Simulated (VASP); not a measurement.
# Al2Cu in VASP: single point with PBE+D3(BJ)

Aim: the single point of Al2Cu with PBE+D3(BJ).

Everything below comes from runs of VASP 6.6.1. Logs are shortened: lines on timing, memory, paths and dates and some standing lists are left out, and cuts for length are marked.

## 1. The cell of the first run

The cell holds a slab with vacuum, 12 atoms: a = 4.810 Å, b = 4.855 Å, c = 24.101 Å, α = 90.00°, β = 90.00°, γ = 119.70°.

## 2. Single point, PBE+D3(BJ)

The input, INCAR:

```
SYSTEM = Al2Cu
PREC = Accurate ; ENCUT = 520
EDIFF = 1E-6 ; ISMEAR = 0
SIGMA = 0.1 ; LREAL = .FALSE.
LASPH = .TRUE. ; NELM = 60
ALGO = Normal ; ISIF = 2
LWAVE = .FALSE. ; LCHARG = .TRUE.
LDIPOL = .TRUE. ; IDIPOL = 3
DIPOL = 0.5 0.5 0.498 ; GGA = PE
IVDW = 12 ; LELF = .TRUE.
LVHAR = .TRUE. ; LVACPOTAV = .TRUE.
NBANDS = 46
```

The input, KPOINTS:

```
Automatic mesh
0
G
  7 7 1
  0 0 0
```

The input, POSCAR:

```
Al2Cu
1.0
    4.8103827297      0.0000000000      0.0000000000
   -2.4051913649      4.2174816824      0.0000000000
    0.0000000000      0.0000000000     24.1005112925
Al Cu
8 4
Direct
    0.4082048450      0.8164096901      0.3526896130
    0.0917951550      0.1835903099      0.3526896130
    0.7500000000      0.5000000000      0.4080598935
    0.2500000000      0.5000000000      0.4723148597
    0.9092637021      0.8185274042      0.5279705245
    0.5907362979      0.1814725958      0.5279705245
    0.2500000000      0.5000000000      0.5862120779
    0.7500000000      0.5000000000      0.6357276092
    0.7500000000      0.0000000000      0.4401873766
    0.2500000000      0.0000000000      0.4401873766
    0.2500000000      0.0000000000      0.6150980857
    0.7500000000      0.0000000000      0.6150980857
```

Potentials or basis: VASP PAW PBE potentials, release 64 (Al, Cu).

Launch:

```sh
> cat potpaw_PBE.64/Al/POTCAR potpaw_PBE.64/Cu/POTCAR > POTCAR
> mpirun -np 1 vasp_std > vasp.out
```

OUTCAR:

```text
SYSTEM = Al2Cu
   PREC = Accurate
   ENCUT = 520
   EDIFF = 1E-6
   ISMEAR = 0
   LREAL = .FALSE.
   LASPH = .TRUE.
   NELM = 60
   ISIF = 2
   GGA = PE
   IVDW = 12
 IVDW          = 12

 ion  position               nearest neighbor table
   1  0.408  0.816  0.353-  10 2.55   9 2.55   2 2.67   2 2.86   2 2.86   3 3.06   3 3.06   4 3.18
                             3 3.18
   2  0.092  0.184  0.353-  10 2.55   9 2.55   1 2.67   1 2.86   1 2.86   3 3.06   3 3.06   4 3.18
                             3 3.18
   3  0.750  0.500  0.408-  10 2.55  10 2.55   9 2.55   9 2.55   4 2.86   4 2.86   1 3.06   2 3.06
                             2 3.06   1 3.06   2 3.18   1 3.18   6 3.19   5 3.19
   4  0.250  0.500  0.472-   9 2.55   9 2.55  10 2.55  10 2.55   7 2.74   3 2.86   3 2.86   6 3.06
                             5 3.06   6 3.06   5 3.06   6 3.17   5 3.17   2 3.18   1 3.18
   5  0.909  0.819  0.528-  11 2.54  12 2.54  10 2.55   9 2.55   6 2.69   6 2.85   6 2.85   8 2.92
                             4 3.06   4 3.06   7 3.09   7 3.09   4 3.17   3 3.19   7 3.20
   6  0.591  0.181  0.528-  11 2.54  12 2.54  10 2.55   9 2.55   5 2.69   5 2.85   5 2.85   8 2.92
                             4 3.06   4 3.06   7 3.09   7 3.09   4 3.17   3 3.19   7 3.20
   7  0.250  0.500  0.586-  12 2.53  12 2.53  11 2.53  11 2.53   8 2.68   8 2.68   4 2.74   5 3.09
                             6 3.09   6 3.09   5 3.09   6 3.20   5 3.20
   8  0.750  0.500  0.636-  11 2.48  11 2.48  12 2.48  12 2.48   7 2.68   7 2.68   5 2.92   6 2.92

   9  0.750  0.000  0.440-  10 2.41  10 2.41   1 2.55   2 2.55   4 2.55   4 2.55   3 2.55   3 2.55
                             5 2.55   6 2.55
  10  0.250  0.000  0.440-   9 2.41   9 2.41   1 2.55   2 2.55   3 2.55   3 2.55   4 2.55   4 2.55
                             5 2.55   6 2.55
  11  0.250  0.000  0.615-  12 2.41  12 2.41   8 2.48   8 2.48   7 2.53   7 2.53   5 2.54   6 2.54

  12  0.750  0.000  0.615-  11 2.41  11 2.41   8 2.48   8 2.48   7 2.53   7 2.53   5 2.54   6 2.54

  LATTYP: Found a base centered orthorhombic cell.
 ALAT       =     4.8103827297
 B/A-ratio  =     1.7534911126
 C/A-ratio  =     5.0101026564

  Lattice vectors:

 A1 = (   2.4051913649,  -4.2174816824,   0.0000000000)
 A2 = (   2.4051913648,   4.2174816824,   0.0000000000)
 A3 = (   0.0000000000,   0.0000000000,  24.1005112925)

Analysis of symmetry for initial positions (statically):
=====================================================================
 Subroutine PRICEL returns:
 Original cell was already a primitive cell.

 Routine SETGRP: Setting up the symmetry group for a
 base centered orthorhombic supercell.

 Subroutine GETGRP returns: Found  4 space group operations
 (whereof  2 operations were pure point group operations)
 out of a pool of  8 trial point group operations.

The static configuration has the point symmetry C_1h.
 The point group associated with its full space group is C_2v.

Analysis of symmetry for dynamics (positions and initial velocities):
=====================================================================
[... 148 lines left out ...]
   LHFCALC =     F    Hartree Fock is set to
   AEXX    =    0.0000 exact exchange contribution
   IVDW    =    12    specifies the selected vdW correction
   LEPSILON=     F    determine dielectric tensor
   LRPA    =     F    only Hartree local field effects (RPA)
 non-spin polarized calculation
 Gauss-broadening in eV      SIGMA  =   0.10
  energy-cutoff  :      520.00
  volume of cell :      488.94
 maximum number of plane-waves:     13229
   NGX = 17   NGY = 19   NGZ = 89

 dipolmoment           0.000000      0.000000      0.022242 electrons x Angstroem

 number of electron      68.0000024 magnetization

 dipolmoment           0.000000      0.000000     -0.010473 electrons x Angstroem

 Free energy of the ion-electron system (eV)
  ---------------------------------------------------
  ext. energy  EPLUGINS =         0.00000000
  ---------------------------------------------------
  free energy    TOTEN  =       -44.04295597 eV

  energy without entropy =      -44.02253414  energy(sigma->0) =      -44.03274505

 E-fermi :   0.2310     XC(G=0):  -4.6660

 val. band max:        0.2222151298   @ k =   0.4286   0.0000   0.0000
 cond. band min:       0.2663014402   @ k =   0.0000   0.4286   0.0000
 fundamental gap:      0.0440863103
 Fermi energy:         0.2309775415

 k-point     1 :       0.0000    0.0000    0.0000
  band No.  band energies     occupation
      1     -10.5127      2.00000
      2      -9.2673      2.00000
      3      -7.2117      2.00000
      4      -5.5235      2.00000
      5      -5.3054      2.00000
      6      -5.1426      2.00000
[... 773 lines left out ...]
     45       4.5859      0.00000
     46       5.0701      0.00000

------------------------ aborting loop because EDIFF is reached ----------------------------------------

 Edisp (eV)   -3.68339

 E8    (eV) :    -1.6868

  FORCE on cell =-STRESS in cart. coord.  units (eV):
  Direction    XX          YY          ZZ          XY          YZ          ZX
  --------------------------------------------------------------------------------------
  -------------------------------------------------------------------------------------
  Total       0.13421    -1.98342     0.78287     0.00000     0.00000     0.00000
  in kB       0.43978    -6.49928     2.56532     0.00000     0.00000     0.00000
  external pressure =       -1.16 kB  Pullay stress =        0.00 kB

 VOLUME and BASIS-vectors are now :
 -----------------------------------------------------------------------------
  energy-cutoff  :      520.00
  volume of cell :      488.94
      direct lattice vectors                 reciprocal lattice vectors
     4.810382730  0.000000000  0.000000000     0.207883667  0.118554160  0.000000000
    -2.405191365  4.217481682  0.000000000     0.000000000  0.237108321  0.000000000
     0.000000000  0.000000000 24.100511292     0.000000000  0.000000000  0.041492896

 POSITION                                       TOTAL-FORCE (eV/Angst)
 -----------------------------------------------------------------------------------
     -0.00000      3.44319      8.50000        -0.000000      0.119993     -0.126152
      0.00000      0.77429      8.50000         0.000000     -0.119993     -0.126152
      2.40519      2.10874      9.83445        -0.000000     -0.000000     -0.196383
     -0.00000      2.10874     11.38303        -0.000000     -0.000000      0.025485
      2.40519      3.45212     12.72436         0.000000     -0.001699     -0.011546
      2.40519      0.76536     12.72436        -0.000000      0.001699     -0.011546
     -0.00000      2.10874     14.12801         0.000000     -0.000000     -0.016614
      2.40519      2.10874     15.32136         0.000000     -0.000000     -0.003615
      3.60779      0.00000     10.60874         0.000000     -0.000000      0.202808
      1.20260      0.00000     10.60874        -0.000000     -0.000000      0.202808
      1.20260      0.00000     14.82418         0.000000     -0.000000      0.030453
      3.60779      0.00000     14.82418         0.000000     -0.000000      0.030453
 -----------------------------------------------------------------------------------
    total drift:                                0.000001      0.000000     -0.001203

  FREE ENERGIE OF THE ION-ELECTRON SYSTEM (eV)
  ---------------------------------------------------
  free  energy   TOTEN  =       -47.7263492067 eV

  energy  without entropy=      -47.7059273770  energy(sigma->0) =      -47.71613829

 vacuum level on the upper side and lower side of the slab         4.476         4.570
```

OSZICAR:

```text
N       E                     dE             d eps       ncg     rms          rms(c)
DAV:   1     0.486589200148E+03    0.48659E+03   -0.24075E+04  1472   0.126E+03
DAV:   2    -0.103967885143E+02   -0.49699E+03   -0.47474E+03  1574   0.304E+02
DAV:   3    -0.509465799122E+02   -0.40550E+02   -0.38815E+02  1776   0.126E+02
[... 18 lines left out ...]
DAV:  22    -0.440429261806E+02   -0.37216E-04   -0.25154E-06  1262   0.800E-03    0.152E-03
DAV:  23    -0.440429434589E+02   -0.17278E-04   -0.13244E-06  1304   0.651E-03    0.218E-03
DAV:  24    -0.440429535509E+02   -0.10092E-04   -0.91909E-07  1202   0.152E-02    0.531E-04
DAV:  25    -0.440429551028E+02   -0.15518E-05   -0.17440E-07  1210   0.358E-03    0.807E-04
DAV:  26    -0.440429559676E+02   -0.86485E-06   -0.10055E-07  1108   0.568E-03
   1 F= -.47726349E+02 E0= -.47716138E+02  d E =-.204218E-01
```

stdout:

```text
POSCAR found type information on POSCAR AlCu
 POSCAR found :  2 types and      12 ions
 scaLAPACK will be used
 LDA part: xc-table for (Slater+PW92), standard interpolation
 POSCAR, INCAR and KPOINTS ok, starting setup
 FFT: planning ... GRIDC
 FFT: planning ... GRID_SOFT
 FFT: planning ... GRID
 WAVECAR not read
 entering main loop
 -----------------------------------------------------------------------------
|                                                                             |
|           W    W    AA    RRRRR   N    N  II  N    N   GGGG   !!!           |
|           W    W   A  A   R    R  NN   N  II  NN   N  G    G  !!!           |
|           W    W  A    A  R    R  N N  N  II  N N  N  G       !!!           |
|           W WW W  AAAAAA  RRRRR   N  N N  II  N  N N  G  GGG   !            |
|           WW  WW  A    A  R   R   N   NN  II  N   NN  G    G                |
|           W    W  A    A  R    R  N    N  II  N    N   GGGG   !!!           |
|                                                                             |
|     Did not find any points to average over, which means that no vacuum     |
|     field-free region was found. Please increase the size of  your cell     |
|     in the dimension of the dipole correction to obtain accurate            |
|     workfunction values.                                                    |
|                                                                             |
 -----------------------------------------------------------------------------
```

Run time: 11 min. Hardware: 1 thread of Intel Xeon Platinum 8259CL at 2.50GHz (Skylake/Cascade Lake), shared host; peak memory 0.65 GiB.

What came out:

* Free energy: -47.7263 eV
* Largest force: 0.203 eV/Å
* Band gap on the k mesh: zero (bands 34 and 35 overlap by 0.94 eV)
* Dispersion energy per atom: -0.307 eV

Forces in eV/Å, atoms in the order of the input:
```
Al   0.000  0.120 -0.126
Al   0.000 -0.120 -0.126
Al   0.000  0.000 -0.196
Al   0.000  0.000  0.025
Al   0.000 -0.002 -0.012
Al   0.000  0.002 -0.012
Al   0.000  0.000 -0.017
Al   0.000  0.000 -0.004
Cu   0.000  0.000  0.203
Cu   0.000  0.000  0.203
Cu   0.000  0.000  0.030
Cu   0.000  0.000  0.030
```

The gap in the log of VASP goes by the Fermi energy; the results here count the filled bands.